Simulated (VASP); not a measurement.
# Na (P6_3/mmc) in VASP: further runs

Runs on Na. Level: r2SCAN. Tasks: single point.

Program: VASP 6.6.1. These are calculated values, not measurements. Logs are shortened: lines on timing, memory, paths and dates and some standing lists are left out, and cuts for length are marked.

### 1 The cell of the first run

Symmetry: P6_3/mmc, No. 194, hexagonal system. Conventional cell: a = 3.909 Å, b = 3.909 Å, c = 12.767 Å, α = 90.00°, β = 90.00°, γ = 120.00°. Within 5.1 Å of Na (site symmetry -3m) lie 12 Na at 3.91 Å. Within 5.1 Å of Na (site symmetry -6m2) lie 12 Na at 3.91 Å.

### 2 Single point, r2SCAN (volume scaled by 1.12)

Contents of POSCAR:

```
Na
1.0
    3.9089530005      0.0000000000      0.0000000000
   -1.9544765002      3.3852526006      0.0000000000
    0.0000000000      0.0000000000     12.7666404996
Na
4
Direct
    0.0000000000      0.0000000000      0.0000000000
    0.0000000000      0.0000000000      0.5000000000
    0.3333333333      0.6666666667      0.2500000000
    0.6666666667      0.3333333333      0.7500000000
```

Contents of INCAR.step1:

```
PREC = Accurate
ENCUT = 520
ISMEAR = -1
SIGMA = 0.1
LREAL = False
LASPH = True
NELM = 60
NBANDS = 22
GGA = PE
ALGO = Normal
EDIFF = 1E-4
LWAVE = True
LCHARG = False
```

Contents of INCAR.step2:

```
PREC = Accurate
ENCUT = 520
EDIFF = 1E-6
ISMEAR = -1
SIGMA = 0.1
LREAL = False
LASPH = True
NELM = 60
ALGO = Normal
ISIF = 2
LWAVE = False
LCHARG = False
METAGGA = R2SCAN
LMIXTAU = True
NBANDS = 22
ISTART = 1
```

Contents of KPOINTS:

```
regular mesh
0
Gamma
  11 11 3
```

Potentials or basis: VASP PAW PBE potentials, release 64 (Na_pv).

Run with:

```bash
$ cat potpaw_PBE.64/Na_pv/POTCAR > POTCAR
$ cp INCAR.step1 INCAR
$ mpirun -np 1 vasp_std > vasp.out
$ cp INCAR.step2 INCAR
$ mpirun -np 1 vasp_std > vasp.out
```

OUTCAR:

```text
PREC = Accurate
   ENCUT = 520
   EDIFF = 1E-6
   ISMEAR = -1
   LREAL = False
   LASPH = True
   NELM = 60
   ISIF = 2
   METAGGA = R2SCAN
   ISTART = 1

 ion  position               nearest neighbor table
   1  0.000  0.000  0.000-
   2  0.000  0.000  0.500-
   3  0.333  0.667  0.250-
   4  0.667  0.333  0.750-

  LATTYP: Found a hexagonal cell.
 ALAT       =     3.9089530005
 C/A-ratio  =     3.2660000000

  Lattice vectors:

 A1 = (   3.9089530005,   0.0000000000,   0.0000000000)
 A2 = (  -1.9544765002,   3.3852526006,   0.0000000000)
 A3 = (   0.0000000000,   0.0000000000,  12.7666404996)

Analysis of symmetry for initial positions (statically):
=====================================================================
 Subroutine PRICEL returns:
 Original cell was already a primitive cell.

 Routine SETGRP: Setting up the symmetry group for a
 hexagonal supercell.

 Subroutine GETGRP returns: Found 24 space group operations
 (whereof 12 operations were pure point group operations)
 out of a pool of 24 trial point group operations.

The static configuration has the point symmetry D_3d.
 The point group associated with its full space group is D_6h.

Analysis of symmetry for dynamics (positions and initial velocities):
=====================================================================
 Subroutine PRICEL returns:
 Original cell was already a primitive cell.

 Routine SETGRP: Setting up the symmetry group for a
 hexagonal supercell.

 Subroutine GETGRP returns: Found 24 space group operations
 (whereof 12 operations were pure point group operations)
 out of a pool of 24 trial point group operations.

The dynamic configuration has the point symmetry D_3d.
 The point group associated with its full space group is D_6h.

 Subroutine INISYM returns: Found 24 space group operations
 (whereof 12 operations are pure point group operations),
 and found     1 'primitive' translations

----------------------------------------------------------------------------------------

                                     Primitive cell

  volume of cell :     168.9383

  direct lattice vectors                    reciprocal lattice vectors
     3.908953000  0.000000000  0.000000000     0.255822979  0.147699466  0.000000000
    -1.954476500  3.385252601  0.000000000     0.000000000  0.295398931  0.000000000
     0.000000000  0.000000000 12.766640500     0.000000000  0.000000000  0.078329142

  length of vectors
     3.908953000  3.908953000 12.766640500     0.295398931  0.295398931  0.078329142

  position of ions in fractional coordinates (direct lattice)
     0.000000000  0.000000000  0.000000000
     0.000000000  0.000000000  0.500000000
     0.333333333  0.666666667  0.250000000
     0.666666667  0.333333333  0.750000000

  ion indices of the primitive-cell ions
   primitive index   ion index
                 1           1
                 2           2
                 3           3
                 4           4

----------------------------------------------------------------------------------------

 KPOINTS: regular mesh

Automatic generation of k-mesh.
 Grid dimensions read from file:
 generate k-points for:   11   11    3

 Generating k-lattice:

  Cartesian coordinates                     Fractional coordinates (reciprocal lattice)
     0.023256634  0.013427224  0.000000000     0.090909091 -0.000000000  0.000000000
     0.000000000  0.026854448  0.000000000     0.000000000  0.090909091  0.000000000
     0.000000000  0.000000000  0.026109714     0.000000000  0.000000000  0.333333333

  Length of vectors
     0.026854448  0.026854448  0.026109714

  Shift w.r.t. Gamma in fractional coordinates (k-lattice)
     0.000000000  0.000000000  0.000000000

 Subroutine IBZKPT returns following result:
 ===========================================

 Found     32 irreducible k-points:

 Following reciprocal coordinates:
            Coordinates               Weight
  0.000000  0.000000  0.000000      1.000000
  0.090909  0.000000  0.000000      6.000000
  0.181818  0.000000  0.000000      6.000000
  0.272727  0.000000  0.000000      6.000000
  0.363636  0.000000  0.000000      6.000000
  0.454545  0.000000  0.000000      6.000000
[... 16 lines left out ...]
  0.090909  0.090909  0.333333     12.000000
  0.181818  0.090909  0.333333     24.000000
 [... further k-points ...]
   k-points           NKPTS =     32   k-points in BZ     NKDIM =     32   number of bands    NBANDS=     22
   number of dos      NEDOS =    301   number of ions     NIONS =      4
   total plane-waves  NPLWV =  86400
   dimension x,y,z NGX =    30 NGY =   30 NGZ =   96
   dimension x,y,z NGXF=    60 NGYF=   60 NGZF=  192
   ions per type =               4
   NGX,Y,Z   is equivalent  to a cutoff of  12.76, 12.76, 12.50 a.u.
   NGXF,Y,Z  is equivalent  to a cutoff of  25.52, 25.52, 25.00 a.u.
 SYSTEM =  unknown system
   PREC   = accura    normal or accurate (medium, high low for compatibility)
[... 39 lines left out ...]
 non-spin polarized calculation
  energy-cutoff  :      520.00
  volume of cell :      168.94
 maximum number of plane-waves:      4589
 NGX is ok and might be reduce to    30
   NGX = 15   NGY = 15   NGZ = 47

 number of electron      28.0000005 magnetization

 Free energy of the ion-electron system (eV)
  ---------------------------------------------------
  ext. energy  EPLUGINS =         0.00000000
  ---------------------------------------------------
  free energy    TOTEN  =       -14.19489618 eV

  energy without entropy =      -14.12322791  energy(sigma->0) =      -14.15906205

 E-fermi :   0.0170     XC(G=0):  -6.5618

 val. band max:       -0.0017386777   @ k =   0.1818   0.0000   0.3333
 cond. band min:       0.0369840780   @ k =   0.2727   0.2727   0.3333
 fundamental gap:      0.0387227557
 Fermi energy:         0.0170026979

 k-point     1 :       0.0000    0.0000    0.0000
  band No.  band energies     occupation
      1     -26.1497      2.00000
      2     -26.1388      2.00000
      3     -26.1386      2.00000
      4     -26.1306      2.00000
      5     -26.1304      2.00000
      6     -26.1291      2.00000
[... 14 lines left out ...]
     21       9.9741      0.00000
     22      10.1574      0.00000

 k-point     2 :       0.0909    0.0000    0.0000
  band No.  band energies     occupation
      1     -26.1491      2.00000
      2     -26.1390      2.00000
      3     -26.1387      2.00000
      4     -26.1318      2.00000
      5     -26.1310      2.00000
      6     -26.1300      2.00000
[... 14 lines left out ...]
     21       8.8642      0.00000
     22       8.9375      0.00000

 k-point     3 :       0.1818    0.0000    0.0000
  band No.  band energies     occupation
      1     -26.1475      2.00000
      2     -26.1399      2.00000
      3     -26.1398      2.00000
      4     -26.1351      2.00000
      5     -26.1329      2.00000
      6     -26.1321      2.00000
[... 14 lines left out ...]
     21       6.9706      0.00000
     22       7.0532      0.00000

 k-point     4 :       0.2727    0.0000    0.0000
  band No.  band energies     occupation
      1     -26.1454      2.00000
      2     -26.1427      2.00000
      3     -26.1421      2.00000
      4     -26.1393      2.00000
      5     -26.1376      2.00000
      6     -26.1337      2.00000
[... 14 lines left out ...]
     21       6.5002      0.00000
     22       6.5333      0.00000

 k-point     5 :       0.3636    0.0000    0.0000
  band No.  band energies     occupation
      1     -26.1465      2.00000
      2     -26.1464      2.00000
      3     -26.1432      2.00000
      4     -26.1420      2.00000
      5     -26.1416      2.00000
      6     -26.1348      2.00000
[... 417 lines left out ...]
 k-point    22 :       0.4545    0.0000    0.3333
  band No.  band energies     occupation
      1     -26.1484      2.00000
      2     -26.1479      2.00000
      3     -26.1464      2.00000
      4     -26.1457      2.00000
      5     -26.1377      2.00000
      6     -26.1362      2.00000
[... 14 lines left out ...]
     21       4.9741      0.00000
     22       5.9955      0.00000

 k-point    23 :       0.0909    0.0909    0.3333
  band No.  band energies     occupation
      1     -26.1469      2.00000
      2     -26.1437      2.00000
      3     -26.1352      2.00000
      4     -26.1336      2.00000
      5     -26.1327      2.00000
      6     -26.1325      2.00000
[... 14 lines left out ...]
     21       7.5760      0.00000
     22       7.6930      0.00000

 k-point    24 :       0.1818    0.0909    0.3333
  band No.  band energies     occupation
      1     -26.1454      2.00000
      2     -26.1437      2.00000
      3     -26.1388      2.00000
      4     -26.1368      2.00000
      5     -26.1367      2.00000
      6     -26.1350      2.00000
[... 14 lines left out ...]
     21       6.4241      0.00000
     22       6.6043      0.00000

 [... further k-points ...]

------------------------ aborting loop because EDIFF is reached ----------------------------------------

  FORCE on cell =-STRESS in cart. coord.  units (eV):
  Direction    XX          YY          ZZ          XY          YZ          ZX
  --------------------------------------------------------------------------------------
  -------------------------------------------------------------------------------------
  Total       -0.6794668     -0.6794668     -0.6386225     -0.0000000      0.0000000      0.0000000
  in kB       -6.4439278     -6.4439278     -6.0565686     -0.0000000      0.0000000      0.0000000
  external PRESSURE =      -6.3148081 kB  Pullay stress =       0.0000000 kB

 VOLUME and BASIS-vectors are now :
 -----------------------------------------------------------------------------
  energy-cutoff  :      520.00
  volume of cell :      168.94
      direct lattice vectors                 reciprocal lattice vectors
     3.908953000  0.000000000  0.000000000     0.255822979  0.147699466  0.000000000
    -1.954476500  3.385252601  0.000000000     0.000000000  0.295398931  0.000000000
     0.000000000  0.000000000 12.766640500     0.000000000  0.000000000  0.078329142

 POSITION                                       TOTAL-FORCE (eV/Angst)
 -----------------------------------------------------------------------------------
      0.00000      0.00000      0.00000         0.000000     -0.000000      0.000000
      0.00000      0.00000      6.38332         0.000000     -0.000000      0.000000
     -0.00000      2.25684      3.19166        -0.000000      0.000000      0.000000
      1.95448      1.12842      9.57498        -0.000000     -0.000000     -0.000000
 -----------------------------------------------------------------------------------
    total drift:                               -0.000000      0.000000      0.000000

  FREE ENERGIE OF THE ION-ELECTRON SYSTEM (eV)
  ---------------------------------------------------
  free  energy   TOTEN  =       -14.1948961764 eV

  energy  without entropy=      -14.1232279141  energy(sigma->0) =      -14.15906205
```

Wall time 13 min (1 thread of Oxide Virtual Turin-like, shared host); peak memory 0.31 GiB.

What came out:

```
Free energy            : -14.1949 eV
Pressure               : -0.6 GPa
Band gap on the k mesh : zero (band 14 reaches 1.16 eV, above the bottom of band 15 at -2.21 eV)
```

Levels at points of the mesh, in eV from the Fermi level:
| k point | band 12 | band 13 | band 14 | band 15 | band 16 | band 17 | band 18 | band 19 |
| --- | --- | --- | --- | --- | --- | --- | --- | --- |
| (0.00, 0.00, 0.00) | -26.14 | -3.24 | -2.23 | -2.23 | 0.47 | 1.03 | 5.49 | 5.50 |

Caveat: the cell differs from its parent crystal (volume scaled by 1.12); the PAW data sets were made with another functional, which shifts forces and pressure a little.

### 3 Single point, r2SCAN

This run uses another cell than the first one, of 37.71 Å³/atom, 0.893 times its volume.

Contents of POSCAR:

```
Na
1.0
    3.7640418302      0.0000000000      0.0000000000
   -1.8820209151      3.2597558458      0.0000000000
    0.0000000000      0.0000000000     12.2933606174
Na
4
Direct
    0.0000000000      0.0000000000      0.0000000000
    0.0000000000      0.0000000000      0.5000000000
    0.3333333333      0.6666666667      0.2500000000
    0.6666666667      0.3333333333      0.7500000000
```

Contents of INCAR.step1:

```
SYSTEM = Na
PREC = Accurate ; ENCUT = 520
ISMEAR = -1 ; SIGMA = 0.1
LREAL = .FALSE. ; LASPH = .TRUE.
NELM = 80 ; NBANDS = 22
GGA = PE ; ALGO = Normal
EDIFF = 1E-4 ; LWAVE = .TRUE.
LCHARG = .FALSE.
```

Contents of INCAR.step2:

```
SYSTEM = Na
PREC = Accurate ; ENCUT = 520
EDIFF = 1E-6 ; ISMEAR = -1
SIGMA = 0.1 ; LREAL = .FALSE.
LASPH = .TRUE. ; NELM = 80
ALGO = Normal ; ISIF = 2
LWAVE = .FALSE. ; LCHARG = .TRUE.
METAGGA = R2SCAN ; LMIXTAU = .TRUE.
LELF = .TRUE. ; LVHAR = .TRUE.
NBANDS = 22 ; ISTART = 1
```

Contents of KPOINTS:

```
regular mesh
0
G
  13 13 4
  0 0 0
```

Potentials or basis: VASP PAW PBE potentials, release 64 (Na_pv).

Run with:

```bash
$ cat potpaw_PBE.64/Na_pv/POTCAR > POTCAR
$ cp INCAR.step1 INCAR
$ mpirun -np 1 vasp_std > vasp.out
$ cp INCAR.step2 INCAR
$ mpirun -np 1 vasp_std > vasp.out
```

It took 15 min on 1 thread of Oxide Virtual Turin-like, shared host; peak memory 0.33 GiB.

The run converged. Its results:

```yaml
Free_energy: -14.2405 eV
Pressure: 0.1 GPa
Band_gap_on_the_k_mesh: zero (band 14 reaches 1.90 eV, above the bottom of band 15 at -2.07 eV)
```

Levels at points of the mesh, in eV from the Fermi level:
```csv
k point,band 12,band 13,band 14,band 15,band 16,band 17
"(0.00, 0.00, 0.00)",-26.03,-3.46,-2.37,-2.37,0.49,1.15
"(0.00, 0.00, 0.50)",-26.03,-3.19,-3.19,-1.04,-1.04,3.15
```

Caveat: the PAW data sets were made with another functional, which shifts forces and pressure a little.

### 4 Single point, r2SCAN

This run uses another cell than the first one, of 37.71 Å³/atom, 0.893 times its volume.

POSCAR is that of step 3.

Contents of INCAR.step1:

```
SYSTEM = Na
PREC = Accurate
ENCUT = 520
ISMEAR = -1
SIGMA = 0.1
LREAL = .FALSE.
LASPH = .TRUE.
NELM = 80
NBANDS = 22
GGA = PE
ALGO = Normal
EDIFF = 1E-4
LWAVE = .TRUE.
LCHARG = .FALSE.
```

Contents of INCAR.step2:

```
SYSTEM = Na
PREC = Accurate
ENCUT = 520
EDIFF = 1E-7
ISMEAR = -1
SIGMA = 0.1
LREAL = .FALSE.
LASPH = .TRUE.
NELM = 80
ALGO = Normal
ISIF = 2
LWAVE = .FALSE.
LCHARG = .TRUE.
METAGGA = R2SCAN
LMIXTAU = .TRUE.
LELF = .TRUE.
LVHAR = .TRUE.
NBANDS = 22
ISTART = 1
```

Contents of KPOINTS:

```
Automatic mesh
0
G
  10 10 3
  0 0 0
```

Run with:

```bash
$ cat potpaw_PBE.64/Na_pv/POTCAR > POTCAR
$ cp INCAR.step1 INCAR
$ mpirun -np 1 vasp_std > vasp.out
$ cp INCAR.step2 INCAR
$ mpirun -np 1 vasp_std > vasp.out
```

It took 7.6 min on 1 thread of Oxide Virtual Turin-like, shared host; peak memory 0.27 GiB.

The run converged. Its results:

* Free energy: -14.2490 eV
* Pressure: 0.1 GPa
* Band gap on the k mesh: zero (band 14 reaches 1.80 eV, above the bottom of band 15 at -2.07 eV)

Levels at points of the mesh, in eV from the Fermi level:
| k point | band 10 | band 11 | band 12 | band 13 | band 14 | band 15 | band 16 | band 17 | band 18 | band 19 |
| --- | --- | --- | --- | --- | --- | --- | --- | --- | --- | --- |
| (0.00, 0.00, 0.00) | -25.99 | -25.99 | -25.99 | -3.43 | -2.34 | -2.34 | 0.52 | 1.18 | 5.90 | 5.91 |
| (0.50, 0.00, 0.00) | -26.00 | -26.00 | -26.00 | 0.27 | 0.39 | 1.08 | 1.22 | 1.64 | 1.76 | 4.05 |

Caveat: the PAW data sets were made with another functional, which shifts forces and pressure a little.

### 5 Single point, r2SCAN (volume scaled by 0.88)

Contents of POSCAR:

```
Na
1.0
    3.6070209536      0.0000000000      0.0000000000
   -1.8035104768      3.1237717778      0.0000000000
    0.0000000000      0.0000000000     11.7805304344
Na
4
Direct
    0.0000000000      0.0000000000      0.0000000000
    0.0000000000      0.0000000000      0.5000000000
    0.3333333333      0.6666666667      0.2500000000
    0.6666666667      0.3333333333      0.7500000000
```

Contents of INCAR.step1:

```
SYSTEM = Na
ALGO     = Normal         ! electronic algorithm
EDIFF    = 1E-4           ! SCF threshold, eV
ENCUT    = 520            ! plane-wave cutoff, eV
GGA      = PE             ! functional
ISMEAR   = -1             ! smearing method
LASPH    = .TRUE.         ! aspherical terms in the spheres
LCHARG   = .FALSE.        ! write CHGCAR
LREAL    = .FALSE.        ! projectors in reciprocal space
LWAVE    = .TRUE.         ! write WAVECAR
NBANDS   = 22             ! bands
NELM     = 60             ! most SCF steps
PREC     = Accurate       ! precision mode
SIGMA    = 0.1            ! smearing width, eV
```

Contents of INCAR.step2:

```
SYSTEM = Na
ALGO     = Normal         ! electronic algorithm
EDIFF    = 1E-6           ! SCF threshold, eV
ENCUT    = 520            ! plane-wave cutoff, eV
ISIF     = 2              ! what is computed and relaxed
ISMEAR   = -1             ! smearing method
ISTART   = 1            
LASPH    = .TRUE.         ! aspherical terms in the spheres
LCHARG   = .FALSE.        ! write CHGCAR
LMIXTAU  = .TRUE.       
LREAL    = .FALSE.        ! projectors in reciprocal space
LWAVE    = .FALSE.        ! write WAVECAR
METAGGA  = R2SCAN         ! meta-GGA
NBANDS   = 22             ! bands
NELM     = 60             ! most SCF steps
PREC     = Accurate       ! precision mode
SIGMA    = 0.1            ! smearing width, eV
```

Contents of KPOINTS:

```
k-points
0
G
  11 11 3
  0 0 0
```

Run with:

```bash
$ cat potpaw_PBE.64/Na_pv/POTCAR > POTCAR
$ cp INCAR.step1 INCAR
$ mpirun -np 1 vasp_std > vasp.out
$ cp INCAR.step2 INCAR
$ mpirun -np 1 vasp_std > vasp.out
```

Wall time 5.7 min (1 thread of Oxide Virtual Turin-like, shared host); peak memory 0.25 GiB.

The run converged. Its results:

| Quantity | Value |
| --- | --- |
| Free energy | -14.1769 eV |
| Pressure | 1.3 GPa |
| Band gap on the k mesh | zero (band 14 reaches 1.99 eV, above the bottom of band 15 at -1.87 eV) |

Stress tensor (GPa, compression positive):
```
1.27 0.00 0.00
0.00 1.27 0.00
0.00 0.00 1.49
```

Levels at points of the mesh, in eV from the Fermi level:
| k point | band 13 | band 14 | band 15 | band 16 | band 17 | band 18 |
| --- | --- | --- | --- | --- | --- | --- |
| (0.00, 0.00, 0.00) | -3.75 | -2.57 | -2.57 | 0.49 | 1.27 | 6.30 |

Caveat: the cell differs from its parent crystal (volume scaled by 0.88); the PAW data sets were made with another functional, which shifts forces and pressure a little.

### 6 Summary

```tsv
cell	k mesh	gap on the mesh (eV)	pressure (GPa)
a = 3.909, b = 3.909, c = 12.767 Å, angles 90.0, 90.0, 120.0°, 4 atoms	11 × 11 × 3	none	-0.6
a = 3.764, b = 3.764, c = 12.293 Å, angles 90.0, 90.0, 120.0°, 4 atoms	13 × 13 × 4	none	0.1
a = 3.764, b = 3.764, c = 12.293 Å, angles 90.0, 90.0, 120.0°, 4 atoms	10 × 10 × 3	none	0.1
a = 3.607, b = 3.607, c = 11.781 Å, angles 90.0, 90.0, 120.0°, 4 atoms	11 × 11 × 3	none	1.3
```

Alike in all rows: task single point; level r2SCAN; potentials or basis VASP PAW PBE potentials, release 64 (Na_pv); no spin polarisation; cutoff (eV) 520; smearing fermi-dirac 0.1 eV.

Caveats: the PAW data sets were made with another functional, which shifts forces and pressure a little.

Total energies depend on the potentials used, so only differences within one code and one set of settings carry meaning.
